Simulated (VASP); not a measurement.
ZnInCl4:

```
Zn In Cl
1.0
     4.47837    0.00000    0.00000
     0.00000    4.47837    0.00000
     0.00000    0.00000    6.33338
Zn In Cl
1 1 4
Direct
  0.50000 0.50000 0.50000
  0.00000 0.00000 0.00000
  0.50000 0.00000 0.25000
  0.00000 0.50000 0.75000
  0.50000 0.00000 0.75000
  0.00000 0.50000 0.25000
```

```yaml
Program: VASP 6.6.1
Task: relaxation of cell and atoms
Functional: PBE
Potentials_or_basis: VASP PAW PBE potentials, release 64 (Zn, In_d, Cl)
Cutoff: 600 eV
k_mesh: 4 × 4 × 4
Occupations: gaussian, width 0.1 eV
Spin: no spin polarisation
```

At the start: pressure 6.7 GPa; volume 21.17 Å³/atom.

Problem. Where does the relaxation end?

Solution. Over 6 steps the energy falls by 71.6 meV/atom and the volume is 23.61 Å³/atom (+11.5 %); space group P4/mmm (No. 123, to 0.05 Å).

Step by step:
```
step  energy change (eV)  largest force (eV/Å)  pressure (GPa)  volume (Å³)
   1              0.0000                0.7091            6.70       127.02
   2             -0.3711                0.3409           -0.33       144.01
   3             -0.3712                0.3369           -0.40       144.24
   4             -0.3953                0.2592           -0.30       143.64
   5             -0.4282                0.0489            0.01       142.08
   6             -0.4295                0.0053            0.11       141.69
```

Final structure:
```
Zn In Cl
1.0
     4.61270    0.00000    0.00000
     0.00000    4.61270    0.00000
     0.00000    0.00000    6.65927
Zn In Cl
1 1 4
Direct
  0.50000 0.50000 0.50000
  0.00000 0.00000 0.00000
  0.50000 0.00000 0.26673
  0.00000 0.50000 0.73327
  0.50000 0.00000 0.73327
  0.00000 0.50000 0.26673
```

Caveat: an odd number of electrons without spin polarisation forces a metal; a magnetic or distorted state may lie lower.
